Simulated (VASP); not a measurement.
# MgS (Fm-3m) in VASP: a series of runs

The runs below take MgS through vibrations by perturbation theory, with PBEsol.

All numbers are computed with VASP 6.6.1; they aren't measurements. Logs are shortened: lines on timing, memory, paths and dates and some standing lists are left out, and cuts for length are marked.

## (1) The cell of the first run

Symmetry: Fm-3m, No. 225, cubic system. Conventional cell: a = 5.021 Å, b = 5.021 Å, c = 5.021 Å, α = 90.00°, β = 90.00°, γ = 90.00°. Within 3.3 Å of Mg (site symmetry m-3m) lie 6 S at 2.51 Å. S (site symmetry m-3m) has 6 Mg at 2.51 Å within 3.3 Å.

## (2) Vibrations by perturbation theory, PBEsol

INCAR

```
PREC = Accurate
ENCUT = 520
EDIFF = 1E-8
ISMEAR = 0
SIGMA = 0.01
LREAL = False
LASPH = True
NELM = 80
ALGO = Normal
ISIF = 2
LWAVE = False
LCHARG = False
GGA = PS
NBANDS = 11
IBRION = 8
NSW = 1
LEPSILON = True
```

KPOINTS

```
regular mesh
0
Gamma
  8 8 8
```

POSCAR

```
MgS
1.0
    0.0000000000      2.5103794373      2.5103794373
    2.5103794373      0.0000000000      2.5103794373
    2.5103794373      2.5103794373      0.0000000000
Mg S
1 1
Direct
    0.0000000000      0.0000000000      0.0000000000
    0.5000000000      0.5000000000      0.5000000000
```

Potentials or basis: VASP PAW PBE potentials, release 64 (Mg, S).

On the command line:

```bash
cat potpaw_PBE.64/Mg/POTCAR potpaw_PBE.64/S/POTCAR > POTCAR
mpirun -np 1 vasp_std > vasp.out
```

OUTCAR:

```text
PREC = Accurate
   ENCUT = 520
   EDIFF = 1E-8
   ISMEAR = 0
   LREAL = False
   LASPH = True
   NELM = 80
   ISIF = 2
   GGA = PS
   IBRION = 8
   NSW = 1
   LEPSILON = True

 ion  position               nearest neighbor table
   1  0.000  0.000  0.000-   2 2.51   2 2.51   2 2.51   2 2.51   2 2.51   2 2.51
   2  0.500  0.500  0.500-   1 2.51   1 2.51   1 2.51   1 2.51   1 2.51   1 2.51

  LATTYP: Found a face centered cubic cell.
 ALAT       =     5.0207588746

  Lattice vectors:

 A1 = (   0.0000000000,   2.5103794373,   2.5103794373)
 A2 = (   2.5103794373,   0.0000000000,   2.5103794373)
 A3 = (   2.5103794373,   2.5103794373,   0.0000000000)

Analysis of symmetry for initial positions (statically):
=====================================================================
 Subroutine PRICEL returns:
 Original cell was already a primitive cell.

 Routine SETGRP: Setting up the symmetry group for a
 face centered cubic supercell.

 Subroutine GETGRP returns: Found 48 space group operations
 (whereof 48 operations were pure point group operations)
 out of a pool of 48 trial point group operations.

The static configuration has the point symmetry O_h .

Analysis of symmetry for dynamics (positions and initial velocities):
=====================================================================
 Subroutine PRICEL returns:
 Original cell was already a primitive cell.

 Routine SETGRP: Setting up the symmetry group for a
 face centered cubic supercell.

 Subroutine GETGRP returns: Found 48 space group operations
 (whereof 48 operations were pure point group operations)
 out of a pool of 48 trial point group operations.

The dynamic configuration has the point symmetry O_h .

 Subroutine INISYM returns: Found 48 space group operations
 (whereof 48 operations are pure point group operations),
 and found     1 'primitive' translations

----------------------------------------------------------------------------------------

                                     Primitive cell

  volume of cell :      31.6408

  direct lattice vectors                    reciprocal lattice vectors
     0.000000000  2.510379437  2.510379437    -0.199173078  0.199173078  0.199173078
     2.510379437  0.000000000  2.510379437     0.199173078 -0.199173078  0.199173078
     2.510379437  2.510379437  0.000000000     0.199173078  0.199173078 -0.199173078

  length of vectors
     3.550212647  3.550212647  3.550212647     0.344977891  0.344977891  0.344977891

  position of ions in fractional coordinates (direct lattice)
     0.000000000  0.000000000  0.000000000
     0.500000000  0.500000000  0.500000000

  ion indices of the primitive-cell ions
   primitive index   ion index
                 1           1
                 2           2

----------------------------------------------------------------------------------------

 KPOINTS: regular mesh

Automatic generation of k-mesh.
 Grid dimensions read from file:
[... 487 lines left out ...]
           0.000000    -0.000000     6.164804
 ------------------------------------------------------

 Free energy of the ion-electron system (eV)
  ---------------------------------------------------
  ---------------------------------------------------
  free energy    TOTEN  =        -0.43296954 eV

  energy without entropy =       -0.43296954

------------------------ aborting loop because EDIFF is reached ----------------------------------------

--------------------------------------- Ionic step        2  -------------------------------------------

------------------------ aborting loop because EDIFF is reached ----------------------------------------

--------------------------------------- Ionic step        3  -------------------------------------------

------------------------ aborting loop because EDIFF is reached ----------------------------------------

 PIEZOELECTRIC TENSOR FIELD DIRECTION 3  (e Angst)
 -----------------------------------------------------------------------------
     0.00018  0.00000  0.00000           (  0.00001  0.00000  0.00000)
     0.00000  0.00018  0.00000           (  0.00000  0.00001  0.00000)
     0.00000 -0.00000 -0.00182           (  0.00000  0.00000  0.00000)

 PIEZOELECTRIC TENSOR FIELD DIRECTION 3  (C/m^2)
 -----------------------------------------------------------------------------
     0.00009  0.00000  0.00000
     0.00000  0.00009  0.00000
     0.00000 -0.00000 -0.00092

--------------------------------------- Ionic step        4  -------------------------------------------

------------------------ aborting loop because EDIFF is reached ----------------------------------------

[... ionic steps 5 to 6 ...]

--------------------------------------- Ionic step        7  -------------------------------------------

 Free energy of the ion-electron system (eV)
  ---------------------------------------------------
  ---------------------------------------------------
  free energy    TOTEN  =        -0.10578858 eV

  energy without entropy =       -0.10578858

------------------------ aborting loop because EDIFF is reached ----------------------------------------

 INTERNAL STRAIN TENSOR  FOR ION    2  DIRECTION 1   (eV/Angst):
 -----------------------------------------------------------------------------
    -0.01474  0.00000  0.00000
     0.00000  0.01664 -0.00000
     0.00000 -0.00000  0.01664

 MACROSCOPIC STATIC DIELECTRIC TENSOR (including local field effects in DFT)
 ------------------------------------------------------
           5.558103    -0.000000    -0.000000
           0.000000     5.558103    -0.000000
           0.000000     0.000000     5.558103
 ------------------------------------------------------

 PIEZOELECTRIC TENSOR (including local field effects)  for field in x, y, z        (e  Angst)
          XX          YY          ZZ          XY          YZ          ZX
  --------------------------------------------------------------------------------
  x     0.00000     0.00000     0.00000     0.00000     0.00000     0.00000
  y     0.00000     0.00000     0.00000     0.00000     0.00000     0.00000
  z     0.00000     0.00000     0.00000     0.00000     0.00000     0.00000

 PIEZOELECTRIC TENSOR (including local field effects)  for field in x, y, z        (C/m^2)
          XX          YY          ZZ          XY          YZ          ZX
  --------------------------------------------------------------------------------
  x     0.00000     0.00000     0.00000     0.00000     0.00000     0.00000
  y     0.00000     0.00000     0.00000     0.00000     0.00000     0.00000
  z     0.00000     0.00000     0.00000     0.00000     0.00000     0.00000

 BORN EFFECTIVE CHARGES (including local field effects) (in |e|, cummulative output)
 ---------------------------------------------------------------------------------
 ion    1
    1     2.22248     0.00000    -0.00000
    2     0.00000     2.22248    -0.00000
    3    -0.00000    -0.00000     2.22248
 ion    2
    1    -2.22248     0.00000     0.00000
    2    -0.00000    -2.22248     0.00000
    3     0.00000     0.00000    -2.22248

 INTERNAL STRAIN TENSOR FOR ION    2 for displacements in x,y,z  (eV/Angst):
          X           Y           Z          XY          YZ          ZX
  --------------------------------------------------------------------------------
  x     0.00000     0.00000     0.00000     0.00000     0.00000     0.00000
  y     0.00000     0.00000     0.00000     0.00000     0.00000     0.00000
  z     0.00000     0.00000     0.00000     0.00000     0.00000     0.00000

 SECOND DERIVATIVES (NOT SYMMETRIZED)
 ------------------------------------
               1X          1Y          1Z          2X          2Y          2Z
  1X    -4.823944    0.000000    0.000000    4.823944    0.000000    0.000000
  1Y     0.000000   -4.823944    0.000000    0.000000    4.823944    0.000000
  1Z     0.000000    0.000000   -4.823944    0.000000    0.000000    4.823944
  2X     4.827747    0.000000    0.000000   -4.827747    0.000000    0.000000
  2Y     0.000000    4.827747    0.000000    0.000000   -4.827747    0.000000
  2Z     0.000000    0.000000    4.827747    0.000000    0.000000   -4.827747

 Eigenvectors and eigenvalues of the dynamical matrix
 ----------------------------------------------------

   1 f  =    9.235987 THz    58.031418 2PiTHz  308.079366 cm-1    38.196956 meV
             X         Y         Z           dx          dy          dz
      0.000000  0.000000  0.000000     0.000000    0.754086    0.000000
      2.510379  2.510379  2.510379     0.000000   -0.656776    0.000000
[... 21 lines left out ...]
   6 f/i=    0.001802 THz     0.011323 2PiTHz    0.060114 cm-1     0.007453 meV
             X         Y         Z           dx          dy          dz
      0.000000  0.000000  0.000000     0.000000    0.000000   -0.656776
      2.510379  2.510379  2.510379     0.000000    0.000000   -0.754086

--------------------------------------------------------------------------------------------------------

 MACROSCOPIC STATIC DIELECTRIC TENSOR IONIC CONTRIBUTION
 ------------------------------------------------------
           5.853576     0.000000    -0.000000
           0.000000     5.853576    -0.000000
          -0.000000    -0.000000     5.853576
 ------------------------------------------------------

 ELASTIC MODULI CONTR FROM IONIC RELAXATION (kBar)
 Direction    XX          YY          ZZ          XY          YZ          ZX
 --------------------------------------------------------------------------------
 XX           0.0000      0.0000      0.0000      0.0000      0.0000      0.0000
 YY           0.0000      0.0000      0.0000      0.0000      0.0000      0.0000
 ZZ           0.0000      0.0000      0.0000      0.0000      0.0000      0.0000
 XY           0.0000      0.0000      0.0000      0.0000      0.0000      0.0000
 YZ           0.0000      0.0000      0.0000      0.0000      0.0000      0.0000
 ZX           0.0000      0.0000      0.0000      0.0000      0.0000      0.0000
 --------------------------------------------------------------------------------

 PIEZOELECTRIC TENSOR IONIC CONTR  for field in x, y, z        (C/m^2)
          XX          YY          ZZ          XY          YZ          ZX
  --------------------------------------------------------------------------------
  x     0.00000     0.00000     0.00000     0.00000     0.00000     0.00000
  y     0.00000     0.00000     0.00000     0.00000     0.00000     0.00000
  z     0.00000     0.00000     0.00000     0.00000     0.00000     0.00000
```

It took 2.4 min on 1 thread of Intel Xeon Platinum 8488C (Sapphire Rapids), shared host; peak memory 0.2 GiB.

What came out:

```yaml
Electronic_dielectric_tensor_diagonal: 5.56
Born_charges_mean_of_the_diagonal: Mg +2.22; S -2.22 e
Highest_phonon_frequency_at_Γ_LO-TO_splitting_left_out: 308 cm⁻¹
```

Phonon frequencies in cm⁻¹ (negative: imaginary):
| q point | frequencies |
| --- | --- |
| (0.000, 0.000, 0.000) | 0 0 0 308 308 308 |

Electronic dielectric tensor:
```
5.56 0.00 0.00
0.00 5.56 0.00
0.00 0.00 5.56
```

Born effective charge tensors (e):
atom 1, Mg
```
2.22 0.00 0.00
0.00 2.22 0.00
0.00 0.00 2.22
```
atom 2, S
```
-2.22  0.00  0.00
 0.00 -2.22  0.00
 0.00  0.00 -2.22
```

Caveat: the cell wasn't relaxed at this level first, which shifts response properties.

(Part 1 of 2 ends here.)
